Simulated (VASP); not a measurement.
# Sb (R-3m) in VASP: further runs, part 2 of 2

VASP 6.6.1. Earlier steps stand in the parts before.

### Step 4. Electric field gradients, PBE (volume scaled by 1.01)

Input file INCAR:

```
SYSTEM = Sb
ALGO = Normal
EDIFF = 1E-8
ENCUT = 520
GGA = PE
ISIF = 2
ISMEAR = -1
LASPH = .TRUE.
LCHARG = .FALSE.
LEFG = .TRUE.
LREAL = .FALSE.
LWAVE = .FALSE.
NBANDS = 12
NELM = 60
PREC = Accurate
SIGMA = 0.05
```

Input file KPOINTS:

```
k-points
0
G
  9 9 9
  0 0 0
```

Input file POSCAR:

```
Sb
1.0
    2.1577452361      1.2457747929      3.7564386296
   -2.1577452361      1.2457747929      3.7564386296
    0.0000000000     -2.4915495857      3.7564386296
Sb
2
Direct
    0.2336400000      0.2336400000      0.2336400000
    0.7663600000      0.7663600000      0.7663600000
```

Potentials or basis: VASP PAW PBE potentials, release 64 (Sb).

On the command line:

```
cat potpaw_PBE.64/Sb/POTCAR > POTCAR
mpirun -np 1 vasp_std > vasp.out
```

OUTCAR:

```text
SYSTEM = Sb
   EDIFF = 1E-8
   ENCUT = 520
   GGA = PE
   ISIF = 2
   ISMEAR = -1
   LASPH = .TRUE.
   LREAL = .FALSE.
   NELM = 60
   PREC = Accurate

 ion  position               nearest neighbor table
   1  0.234  0.234  0.234-   2 2.91   2 2.91   2 2.91   2 3.36   2 3.36   2 3.36
   2  0.766  0.766  0.766-   1 2.91   1 2.91   1 2.91   1 3.36   1 3.36   1 3.36

  LATTYP: Found a trigonal (rhomboedric) cell.
 ALAT       =     4.5076213812
 COS(alpha) =     0.5417151843

  Lattice vectors:

 A1 = (   2.1577452361,   1.2457747929,   3.7564386296)
 A2 = (  -2.1577452361,   1.2457747929,   3.7564386296)
 A3 = (   0.0000000000,  -2.4915495857,   3.7564386296)

Analysis of symmetry for initial positions (statically):
=====================================================================
 Subroutine PRICEL returns:
 Original cell was already a primitive cell.

 Routine SETGRP: Setting up the symmetry group for a
 trigonal (rhombohedral) supercell.

 Subroutine GETGRP returns: Found 12 space group operations
 (whereof 12 operations were pure point group operations)
 out of a pool of 12 trial point group operations.

The static configuration has the point symmetry D_3d.

Analysis of symmetry for dynamics (positions and initial velocities):
=====================================================================
 Subroutine PRICEL returns:
 Original cell was already a primitive cell.

 Routine SETGRP: Setting up the symmetry group for a
 trigonal (rhombohedral) supercell.

 Subroutine GETGRP returns: Found 12 space group operations
 (whereof 12 operations were pure point group operations)
 out of a pool of 12 trial point group operations.

The dynamic configuration has the point symmetry D_3d.

 Subroutine INISYM returns: Found 12 space group operations
 (whereof 12 operations are pure point group operations),
 and found     1 'primitive' translations

----------------------------------------------------------------------------------------

                                     Primitive cell

  volume of cell :      60.5853

  direct lattice vectors                    reciprocal lattice vectors
     2.157745236  1.245774793  3.756438630     0.231723371  0.133785551  0.088736531
    -2.157745236  1.245774793  3.756438630    -0.231723371  0.133785551  0.088736531
     0.000000000 -2.491549586  3.756438630     0.000000000 -0.267571101  0.088736531

  length of vectors
     4.507621381  4.507621381  4.507621381     0.281901519  0.281901519  0.281901519

  position of ions in fractional coordinates (direct lattice)
     0.233640000  0.233640000  0.233640000
     0.766360000  0.766360000  0.766360000

  ion indices of the primitive-cell ions
   primitive index   ion index
                 1           1
                 2           2

----------------------------------------------------------------------------------------

 KPOINTS: k-points

Automatic generation of k-mesh.
 Grid dimensions read from file:
 generate k-points for:    9    9    9

[... 76 lines left out ...]
   EMIN   =  10.00;   EMAX   =-10.00  energy-range for DOS
   EFERMI =   0.00;   METHOD = LEGACY
   ISMEAR =    -1;   SIGMA  =   0.05  broadening in eV -4-tet -1-fermi 0-gaus
   EFERMI_NEDOS =   21; number of points for ismear=-14 and -15
   IALGO  =     38    algorithm
   IMIX   =      4    mixing-type and parameters
     AMIX     =   0.40;   BMIX     =  1.00
     AMIX_MAG =   1.60;   BMIX_MAG =  1.00
  volume/ion in A,a.u.               =      30.29       204.42
  Fermi-wavevector in a.u.,A,eV,Ry     =   0.898019  1.697011 10.972268  0.806439
  Thomas-Fermi vector in A             =   2.020676
   LORBIT       =      0    0 simple, 1 ext, 2 COOP (PROOUT), +10 PAW based schemes
   GGA     = PE    functional components
[... 5 lines left out ...]
 non-spin polarized calculation
  energy-cutoff  :      520.00
  volume of cell :       60.59
 maximum number of plane-waves:      1645
 NGX is ok and might be reduce to    36
   NGX = 17   NGY = 17   NGZ = 17

 number of electron      10.0000000 magnetization

 Free energy of the ion-electron system (eV)
  ---------------------------------------------------
  ext. energy  EPLUGINS =         0.00000000
  ---------------------------------------------------
  free energy    TOTEN  =        -8.26013737 eV

  energy without entropy =       -8.25853145  energy(sigma->0) =       -8.25933441

 E-fermi :   7.2393     XC(G=0):  -9.5181

 val. band max:        7.1806916773   @ k =   0.3333   0.2222   0.2222
 cond. band min:       7.2679213981   @ k =   0.4444  -0.0000   0.0000
 fundamental gap:      0.0872297208
 Fermi energy:         7.2393005993

 k-point     1 :       0.0000    0.0000    0.0000
  band No.  band energies     occupation
      1      -5.4491      2.00000
      2       2.4421      2.00000
      3       5.2027      2.00000
      4       5.4482      2.00000
      5       5.4482      2.00000
      6       9.3198      0.00000
      7       9.9424      0.00000
      8       9.9424      0.00000
      9      12.3245      0.00000
     10      12.3245      0.00000
     11      12.4884      0.00000
     12      13.8460      0.00000
[... 331 lines left out ...]
 k-point    24 :       0.4444    0.4444    0.0000
  band No.  band energies     occupation
      1      -3.2415      2.00000
      2      -0.6414      2.00000
      3       1.9989      2.00000
      4       3.5726      2.00000
      5       3.6327      2.00000
      6       8.8200      0.00000
      7      12.0892      0.00000
      8      12.6580      0.00000
      9      13.6996      0.00000
     10      15.7865      0.00000
     11      16.8946      0.00000
     12      18.0258      0.00000

 [... further k-points ...]

------------------------ aborting loop because EDIFF is reached ----------------------------------------

  FORCE on cell =-STRESS in cart. coord.  units (eV):
  Direction    XX          YY          ZZ          XY          YZ          ZX
  --------------------------------------------------------------------------------------
  -------------------------------------------------------------------------------------
  Total        1.0261923      1.0261923      0.8626606      0.0000000      0.0000000     -0.0000000
  in kB       27.1376403     27.1376403     22.8130461      0.0000000      0.0000000     -0.0000000
  external PRESSURE =      25.6961089 kB  Pullay stress =       0.0000000 kB

 VOLUME and BASIS-vectors are now :
 -----------------------------------------------------------------------------
  energy-cutoff  :      520.00
  volume of cell :       60.59
      direct lattice vectors                 reciprocal lattice vectors
     2.157745236  1.245774793  3.756438630     0.231723371  0.133785551  0.088736531
    -2.157745236  1.245774793  3.756438630    -0.231723371  0.133785551  0.088736531
     0.000000000 -2.491549586  3.756438630     0.000000000 -0.267571101  0.088736531

 POSITION                                       TOTAL-FORCE (eV/Angst)
 -----------------------------------------------------------------------------------
      0.00000      0.00000      2.63296         0.000000      0.000000      0.189460
      0.00000      0.00000      8.63635         0.000000     -0.000000     -0.189460
 -----------------------------------------------------------------------------------
    total drift:                                0.000000     -0.000000      0.000000

  FREE ENERGIE OF THE ION-ELECTRON SYSTEM (eV)
  ---------------------------------------------------
  free  energy   TOTEN  =        -8.2601373697 eV

  energy  without entropy=       -8.2585314489  energy(sigma->0) =       -8.25933441

 Electric field gradients (V/A^2)
---------------------------------------------------------------------
 ion       V_xx      V_yy      V_zz      V_xy      V_xz      V_yz
---------------------------------------------------------------------
   1      22.992    22.992   -45.984    -0.000     0.000    -0.000
   2      22.992    22.992   -45.984    -0.000     0.000    -0.000
---------------------------------------------------------------------

 Electric field gradients after diagonalization (V/A^2)
 (convention: |V_zz| > |V_xx| > |V_yy|)
----------------------------------------------------------------------
 ion       V_xx      V_yy      V_zz     asymmetry (V_yy - V_xx)/ V_zz
----------------------------------------------------------------------
   1      22.992    22.992   -45.984       0.000
   2      22.992    22.992   -45.984       0.000
----------------------------------------------------------------------

           NMR quadrupolar parameters

 Cq : quadrupolar parameter    Cq=e*Q*V_zz/h
 eta: asymmetry parameters     (V_yy - V_xx)/ V_zz
 Q  : nuclear electric quadrupole moment in mb (millibarn)
----------------------------------------------------------------------
 ion       Cq(MHz)       eta       Q (mb)
----------------------------------------------------------------------
   1      -0.111       0.000       1.000
   2      -0.111       0.000       1.000
----------------------------------------------------------------------
```

OSZICAR:

```text
N       E                     dE             d eps       ncg     rms          rms(c)
DAV:   1     0.351087921528E+02    0.35109E+02   -0.35704E+03  2040   0.654E+02
DAV:   2    -0.628625642851E+01   -0.41395E+02   -0.40074E+02  2632   0.107E+02
DAV:   3    -0.824240379363E+01   -0.19561E+01   -0.19290E+01  2492   0.256E+01
DAV:   4    -0.826156811701E+01   -0.19164E-01   -0.19126E-01  2392   0.291E+00
DAV:   5    -0.826178892750E+01   -0.22081E-03   -0.22081E-03  2496   0.356E-01    0.300E+00
DAV:   6    -0.826048277389E+01    0.13062E-02   -0.25508E-03  2428   0.333E-01    0.182E+00
DAV:   7    -0.825998993149E+01    0.49284E-03   -0.61153E-03  2336   0.508E-01    0.773E-02
DAV:   8    -0.826010743183E+01   -0.11750E-03   -0.18571E-04  2532   0.832E-02    0.246E-02
DAV:   9    -0.826013621840E+01   -0.28787E-04   -0.41623E-05  2364   0.385E-02    0.521E-03
DAV:  10    -0.826013695468E+01   -0.73629E-06   -0.40670E-06  2500   0.110E-02    0.138E-03
DAV:  11    -0.826013709058E+01   -0.13590E-06   -0.39737E-07  2408   0.396E-03    0.846E-04
DAV:  12    -0.826013733690E+01   -0.24632E-06   -0.47305E-08  2524   0.118E-03    0.185E-04
DAV:  13    -0.826013737931E+01   -0.42411E-07   -0.54285E-09  1736   0.459E-04    0.756E-05
DAV:  14    -0.826013736973E+01    0.95845E-08   -0.55358E-10  1304   0.163E-04
   1 F= -.82601374E+01 E0= -.82593344E+01  d E =-.160592E-02
```

stdout:

```text
POSCAR found type information on POSCAR Sb
 POSCAR found :  1 types and       2 ions
 scaLAPACK will be used
 LDA part: xc-table for (Slater+PW92), standard interpolation
 POSCAR, INCAR and KPOINTS ok, starting setup
 FFT: planning ... GRIDC
 FFT: planning ... GRID_SOFT
 FFT: planning ... GRID
 WAVECAR not read
 entering main loop
ion   1

ion   2
```

Run time: 59 s. Hardware: 1 thread of Intel Xeon 6975P-C, shared host; peak memory 0.23 GiB.

Results:

```
Free energy            : -8.2601 eV
Pressure               : 2.6 GPa
Largest force          : 0.189 eV/Å
Band gap on the k mesh : 0.09 eV, indirect (least direct gap 0.49 eV)
```

Forces on the atoms (eV/Å):
```
Sb   0.000  0.000  0.189
Sb   0.000  0.000 -0.189
```

Electric field gradients, principal values (V/Å²):
```tsv
atom	least	middle	greatest (by size)
1 Sb	22.992	22.992	-45.984
2 Sb	22.992	22.992	-45.984
```

Caveat: without QUAD_EFG the Cq values of the log hold for a quadrupole moment of 1 mb, not for the nuclei; spin-orbit coupling is left out, which moves the levels of the heavy elements. A k mesh can miss the band edges.
